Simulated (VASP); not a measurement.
# C in VASP: further runs

The runs below take C through single point, with LDA.

Everything below comes from runs of VASP 6.6.1. Logs are shortened: lines on timing, memory, paths and dates and some standing lists are left out, and cuts for length are marked.

## (1) The cell of the first run

The cell holds a slab with vacuum, 4 atoms: a = 2.497 Å, b = 3.532 Å, c = 17.249 Å, α = 90.00°, β = 90.00°, γ = 90.00°.

## (2) Single point, LDA

The input, INCAR:

```
PREC     = Accurate       # precision mode
ENCUT    = 520            # plane-wave cutoff, eV
EDIFF    = 1E-7           # SCF threshold, eV
ISMEAR   = -1             # smearing method
SIGMA    = 0.02           # smearing width, eV
LREAL    = False          # projectors in reciprocal space
LASPH    = True           # aspherical terms in the spheres
NELM     = 60             # most SCF steps
ALGO     = Normal         # electronic algorithm
ISIF     = 2              # what is computed and relaxed
LWAVE    = False          # write WAVECAR
LCHARG   = True           # write CHGCAR
LDIPOL   = True         
IDIPOL   = 3            
DIPOL    = 0.5 0.5 0.500
GGA      = CA             # functional
LELF     = True           # ELF
LVHAR    = True         
LVACPOTAV= True         
NBANDS   = 16             # bands
```

The input, KPOINTS:

```
regular mesh
0
Gamma
  10 7 1
```

The input, POSCAR:

```
C
1.0
    2.4973051744      0.0000000000      0.0000000000
    0.0000000000      3.5317228470      0.0000000000
    0.0000000000      0.0000000000     17.2487000000
C
4
Direct
    0.0000000000      0.3750000000      0.4638044436
    0.5000000000      0.1250000000      0.4638044436
    0.5000000000      0.8750000000      0.5361955564
    0.0000000000      0.6250000000      0.5361955564
```

Potentials or basis: VASP PAW LDA potentials, release 64 (C).

Run with:

```console
$ cat potpaw_LDA.64/C/POTCAR > POTCAR
$ mpirun -np 1 vasp_std > vasp.out
```

OUTCAR:

```text
PREC = Accurate
   ENCUT = 520
   EDIFF = 1E-7
   ISMEAR = -1
   LREAL = False
   LASPH = True
   NELM = 60
   ISIF = 2
   GGA = CA

 ion  position               nearest neighbor table
   1  0.000  0.375  0.464-   2 1.53   2 1.53   4 1.53
   2  0.500  0.125  0.464-   1 1.53   1 1.53   3 1.53
   3  0.500  0.875  0.536-   4 1.53   4 1.53   2 1.53
   4  0.000  0.625  0.536-   3 1.53   3 1.53   1 1.53

  LATTYP: Found a simple orthorhombic cell.
 ALAT       =     2.4973051744
 B/A-ratio  =     1.4142135624
 C/A-ratio  =     6.9069251835

  Lattice vectors:

 A1 = (   2.4973051744,   0.0000000000,   0.0000000000)
 A2 = (   0.0000000000,   3.5317228470,   0.0000000000)
 A3 = (   0.0000000000,   0.0000000000,  17.2487000000)

Analysis of symmetry for initial positions (statically):
=====================================================================
 Subroutine PRICEL returns:
 Original cell was already a primitive cell.

 Routine SETGRP: Setting up the symmetry group for a
 simple orthorhombic supercell.

 Subroutine GETGRP returns: Found  8 space group operations
 (whereof  4 operations were pure point group operations)
 out of a pool of  8 trial point group operations.

The static configuration has the point symmetry C_2h.
 The point group associated with its full space group is D_2h.

Analysis of symmetry for dynamics (positions and initial velocities):
=====================================================================
 Subroutine PRICEL returns:
 Original cell was already a primitive cell.

 Routine SETGRP: Setting up the symmetry group for a
 simple orthorhombic supercell.

 Subroutine GETGRP returns: Found  8 space group operations
 (whereof  4 operations were pure point group operations)
 out of a pool of  8 trial point group operations.

The dynamic configuration has the point symmetry C_2h.
 The point group associated with its full space group is D_2h.

 Subroutine INISYM returns: Found  8 space group operations
 (whereof  4 operations are pure point group operations),
 and found     1 'primitive' translations

----------------------------------------------------------------------------------------

                                     Primitive cell

  volume of cell :     152.1299

  direct lattice vectors                    reciprocal lattice vectors
     2.497305174  0.000000000  0.000000000     0.400431637  0.000000000  0.000000000
     0.000000000  3.531722847  0.000000000     0.000000000  0.283147926  0.000000000
     0.000000000  0.000000000 17.248700000     0.000000000  0.000000000  0.057975384

  length of vectors
     2.497305174  3.531722847 17.248700000     0.400431637  0.283147926  0.057975384

  position of ions in fractional coordinates (direct lattice)
     0.000000000  0.375000000  0.463804444
     0.500000000  0.125000000  0.463804444
     0.500000000  0.875000000  0.536195556
     0.000000000  0.625000000  0.536195556

  ion indices of the primitive-cell ions
   primitive index   ion index
                 1           1
                 2           2
                 3           3
                 4           4

----------------------------------------------------------------------------------------

 KPOINTS: regular mesh

Automatic generation of k-mesh.
 Grid dimensions read from file:
 generate k-points for:   10    7    1

 Generating k-lattice:

  Cartesian coordinates                     Fractional coordinates (reciprocal lattice)
     0.040043164  0.000000000  0.000000000     0.100000000  0.000000000  0.000000000
     0.000000000  0.040449704  0.000000000     0.000000000  0.142857143  0.000000000
     0.000000000  0.000000000  0.057975384     0.000000000  0.000000000  1.000000000

  Length of vectors
     0.040043164  0.040449704  0.057975384

  Shift w.r.t. Gamma in fractional coordinates (k-lattice)
     0.000000000  0.000000000  0.000000000

 Subroutine IBZKPT returns following result:
 ===========================================

 Found     24 irreducible k-points:

 Following reciprocal coordinates:
            Coordinates               Weight
  0.000000  0.000000  0.000000      1.000000
  0.100000  0.000000  0.000000      2.000000
  0.200000  0.000000  0.000000      2.000000
  0.300000  0.000000  0.000000      2.000000
  0.400000  0.000000  0.000000      2.000000
  0.500000  0.000000  0.000000      1.000000
[... 16 lines left out ...]
  0.400000  0.428571  0.000000      4.000000
  0.500000  0.428571  0.000000      2.000000
   k-points           NKPTS =     24   k-points in BZ     NKDIM =     24   number of bands    NBANDS=     16
   number of dos      NEDOS =    301   number of ions     NIONS =      4
   total plane-waves  NPLWV =  71680
   dimension x,y,z NGX =    20 NGY =   28 NGZ =  128
   dimension x,y,z NGXF=    40 NGYF=   56 NGZF=  256
   ions per type =               4
   NGX,Y,Z   is equivalent  to a cutoff of  13.31, 13.18, 12.34 a.u.
   NGXF,Y,Z  is equivalent  to a cutoff of  26.63, 26.36, 24.67 a.u.
 SYSTEM =  unknown system
   PREC   = accura    normal or accurate (medium, high low for compatibility)
   ISTART =      0    job   : 0-new  1-cont  2-samecut
   ICHARG =      2    charge: 1-file 2-atom 10-const
   ISPIN  =      1    spin polarized calculation?
   LNONCOLLINEAR =      F non collinear calculations
   LSORBIT =      F    spin-orbit coupling
   LASPH  =      T    aspherical Exc in radial PAW
   ENCUT  =  520.0 eV  38.22 Ry    6.18 a.u.   4.64  6.57 32.07*2*pi/ulx,y,z
   NELM   =     60;   NELMIN=  2; NELMDL= -5     # of ELM steps
   EDIFF  = 0.1E-06   stopping-criterion for ELM
   LREAL  =      F    real-space projection
   EDIFFG = 0.1E-05   stopping-criterion for IOM
   NSW    =      0    number of steps for IOM
   IBRION =     -1    ionic relax: 0-MD 1-quasi-New 2-CG
   NFREE  =      0    steps in history (QN), initial steepest desc. (CG)
   ISIF   =      2    stress and relaxation
   ISYM   =      2    0-nonsym 1-usesym 2-fastsym
   POTIM  = 0.5000    time-step for ionic-motion
   TEBEG  =    0.0;   TEEND  =   0.0 temperature during run
   PSTRESS=    0.0 pullay stress
   NELECT =      16.0000    total number of electrons
   NUPDOWN=      -1.0000    fix difference up-down
   EMIN   =  10.00;   EMAX   =-10.00  energy-range for DOS
   EFERMI =   0.00;   METHOD = LEGACY
   ISMEAR =    -1;   SIGMA  =   0.02  broadening in eV -4-tet -1-fermi 0-gaus
   EFERMI_NEDOS =   21; number of points for ismear=-14 and -15
   IALGO  =     38    algorithm
   IMIX   =      4    mixing-type and parameters
     AMIX     =   0.40;   BMIX     =  1.00
     AMIX_MAG =   1.60;   BMIX_MAG =  1.00
  volume/ion in A,a.u.               =      38.03       256.66
  Fermi-wavevector in a.u.,A,eV,Ry     =   0.772758  1.460300  8.124778  0.597154
  Thomas-Fermi vector in A             =   1.874457
   LORBIT       =      0    0 simple, 1 ext, 2 COOP (PROOUT), +10 PAW based schemes
   GGA     = CA    functional components
   LHFCALC =     F    Hartree Fock is set to
   AEXX    =    0.0000 exact exchange contribution
   IVDW    =     0    specifies the selected vdW correction
   LEPSILON=     F    determine dielectric tensor
   LRPA    =     F    only Hartree local field effects (RPA)
 non-spin polarized calculation
  energy-cutoff  :      520.00
  volume of cell :      152.13
 maximum number of plane-waves:      4130
 NGX is ok and might be reduce to    20
   NGX =  9   NGY = 13   NGZ = 65

 dipolmoment           0.000000      0.000000     -0.000000 electrons x Angstroem

 number of electron      16.0000002 magnetization

 dipolmoment           0.000000      0.000000      0.000000 electrons x Angstroem

 Free energy of the ion-electron system (eV)
  ---------------------------------------------------
  ext. energy  EPLUGINS =         0.00000000
  ---------------------------------------------------
  free energy    TOTEN  =       -33.79959653 eV

  energy without entropy =      -33.79950737  energy(sigma->0) =      -33.79955195

 E-fermi :  -3.3618     XC(G=0):  -3.1818

 val. band max:       -3.4779252400   @ k =   0.2000   0.4286   0.0000
 cond. band min:      -3.2593441598   @ k =   0.4000   0.0000   0.0000
 fundamental gap:      0.2185810802
 Fermi energy:        -3.3618141194

 k-point     1 :       0.0000    0.0000    0.0000
  band No.  band energies     occupation
      1     -21.8051      2.00000
      2     -16.4510      2.00000
      3     -12.5945      2.00000
      4      -9.4433      2.00000
      5      -8.6182      2.00000
      6      -7.5986      2.00000
[... 8 lines left out ...]
     15       4.5517      0.00000
     16       5.2488      0.00000

 k-point     2 :       0.1000    0.0000    0.0000
  band No.  band energies     occupation
      1     -21.6229      2.00000
      2     -16.2875      2.00000
      3     -12.5256      2.00000
      4      -9.3185      2.00000
      5      -8.4330      2.00000
      6      -8.4280      2.00000
[... 8 lines left out ...]
     15       4.8270      0.00000
     16       5.5371      0.00000

 k-point     3 :       0.2000    0.0000    0.0000
  band No.  band energies     occupation
      1     -21.0780      2.00000
      2     -15.7982      2.00000
      3     -12.5452      2.00000
      4      -9.9903      2.00000
      5      -8.9912      2.00000
      6      -7.8896      2.00000
[... 8 lines left out ...]
     15       4.6519      0.00000
     16       6.0765      0.00000

 k-point     4 :       0.3000    0.0000    0.0000
  band No.  band energies     occupation
      1     -20.1763      2.00000
      2     -14.9871      2.00000
      3     -13.6549      2.00000
      4     -10.4714      2.00000
      5      -8.8469      2.00000
      6      -8.6399      2.00000
[... 8 lines left out ...]
     15       5.7837      0.00000
     16       6.6247      0.00000
[... 324 lines left out ...]
 k-point    22 :       0.3000    0.4286    0.0000
  band No.  band energies     occupation
      1     -18.6963      2.00000
      2     -17.6445      2.00000
      3     -12.0724      2.00000
      4     -11.1595      2.00000
      5     -10.0611      2.00000
      6      -9.3872      2.00000
[... 8 lines left out ...]
     15       7.0596      0.00000
     16       7.1445      0.00000

 k-point    23 :       0.4000    0.4286    0.0000
  band No.  band energies     occupation
      1     -17.5057      2.00000
      2     -16.5305      2.00000
      3     -13.9014      2.00000
      4     -12.9985      2.00000
      5      -9.2931      2.00000
      6      -8.7878      2.00000
[... 8 lines left out ...]
     15       7.5176      0.00000
     16       8.0381      0.00000

 k-point    24 :       0.5000    0.4286    0.0000
  band No.  band energies     occupation
      1     -16.1656      2.00000
      2     -16.1656      2.00000
      3     -14.5735      2.00000
      4     -14.5735      2.00000
      5      -8.5846      2.00000
      6      -8.5846      2.00000
[... 8 lines left out ...]
     15       8.3636      0.00000
     16       8.3636      0.00000

------------------------ aborting loop because EDIFF is reached ----------------------------------------

  FORCE on cell =-STRESS in cart. coord.  units (eV):
  Direction    XX          YY          ZZ          XY          YZ          ZX
  --------------------------------------------------------------------------------------
  -------------------------------------------------------------------------------------
  Total        0.2382764     -5.9487070     -8.4221116      0.0000000     -0.0000000      0.0000000
  in kB        2.5094415    -62.6496370    -88.6986430      0.0000000     -0.0000000      0.0000000
  external PRESSURE =     -49.6129462 kB  Pullay stress =       0.0000000 kB

 VOLUME and BASIS-vectors are now :
 -----------------------------------------------------------------------------
  energy-cutoff  :      520.00
  volume of cell :      152.13
      direct lattice vectors                 reciprocal lattice vectors
     2.497305174  0.000000000  0.000000000     0.400431637  0.000000000  0.000000000
     0.000000000  3.531722847  0.000000000     0.000000000  0.283147926  0.000000000
     0.000000000  0.000000000 17.248700000     0.000000000  0.000000000  0.057975384

 POSITION                                       TOTAL-FORCE (eV/Angst)
 -----------------------------------------------------------------------------------
      0.00000      1.32440      8.00002         0.000000     -3.214854      3.360817
      1.24865      0.44147      8.00002         0.000000      3.214854      3.360817
      1.24865      3.09026      9.24868        -0.000000     -3.214854     -3.360817
      0.00000      2.20733      9.24868         0.000000      3.214854     -3.360817
 -----------------------------------------------------------------------------------
    total drift:                                0.000000      0.000000      0.000000

  FREE ENERGIE OF THE ION-ELECTRON SYSTEM (eV)
  ---------------------------------------------------
  free  energy   TOTEN  =       -33.7995965303 eV

  energy  without entropy=      -33.7995073673  energy(sigma->0) =      -33.79955195

 vacuum level on the upper side and lower side of the slab         2.251         2.251
```

Run time: 50 s. Hardware: 1 thread of Intel Xeon Platinum 8488C (Sapphire Rapids), shared host; peak memory 0.21 GiB.

What came out:

```yaml
Free_energy: -33.7996 eV
Largest_force: 4.651 eV/Å
```

Forces on the atoms (eV/Å):
```
C    0.000 -3.215  3.361
C    0.000  3.215  3.361
C    0.000 -3.215 -3.361
C    0.000  3.215 -3.361
```

## (3) Single point, LDA

The input, INCAR:

```
SYSTEM = C
PREC     = Accurate       ! precision mode
ENCUT    = 520            ! plane-wave cutoff, eV
EDIFF    = 1E-6           ! SCF threshold, eV
ISMEAR   = -1             ! smearing method
SIGMA    = 0.02           ! smearing width, eV
LREAL    = .FALSE.        ! projectors in reciprocal space
LASPH    = .TRUE.         ! aspherical terms in the spheres
NELM     = 60             ! most SCF steps
ALGO     = Normal         ! electronic algorithm
ISIF     = 2              ! what is computed and relaxed
LWAVE    = .FALSE.        ! write WAVECAR
LCHARG   = .TRUE.         ! write CHGCAR
LDIPOL   = .TRUE.       
IDIPOL   = 3            
DIPOL    = 0.5 0.5 0.500
LELF     = .TRUE.         ! ELF
LVHAR    = .TRUE.       
LVACPOTAV= .TRUE.       
NBANDS   = 16             ! bands
```

The input, KPOINTS:

```
regular mesh
0
G
  10 7 1
  0 0 0
```

The input, POSCAR:

```
C
1.0
    2.4973051744      0.0000000000      0.0000000000
    0.0000000000      3.5317228470      0.0000000000
    0.0000000000      0.0000000000     17.2487000000
C
4
Direct
    0.0000000000      0.3360805950      0.4825746385
    0.5000000000      0.1639194050      0.4825746385
    0.5000000000      0.8360806466      0.5174253615
    0.0000000000      0.6639193534      0.5174253615
```

Potentials or basis: VASP PAW LDA potentials, release 64 (C).

Run with:

```console
$ cat potpaw_LDA.64/C/POTCAR > POTCAR
$ mpirun -np 1 vasp_std > vasp.out
```

Run time: 47 s. Hardware: 1 thread of Intel Xeon Platinum 8488C (Sapphire Rapids), shared host; peak memory 0.21 GiB.

It converged, with:

```yaml
Free_energy: -36.8809 eV
Largest_force: 0.034 eV/Å
Band_gap_on_the_k_mesh: zero (bands 8 and 9 overlap by 0.97 eV)
```

Forces on the atoms (eV/Å):
```
C    0.000 -0.001 -0.034
C    0.000  0.001 -0.034
C    0.000 -0.001  0.034
C    0.000  0.001  0.034
```

Levels at points of the mesh, in eV from the Fermi level:
```tsv
k point	band 6	band 7	band 8	band 9	band 10	band 11
(0.00, 0.00, 0.00)	-5.74	-3.90	0.23	0.64	3.32	3.43
(0.50, 0.00, 0.00)	-9.59	-4.03	-4.03	1.55	1.55	8.71
```

The gap in the log of VASP goes by the Fermi energy; the results here count the filled bands.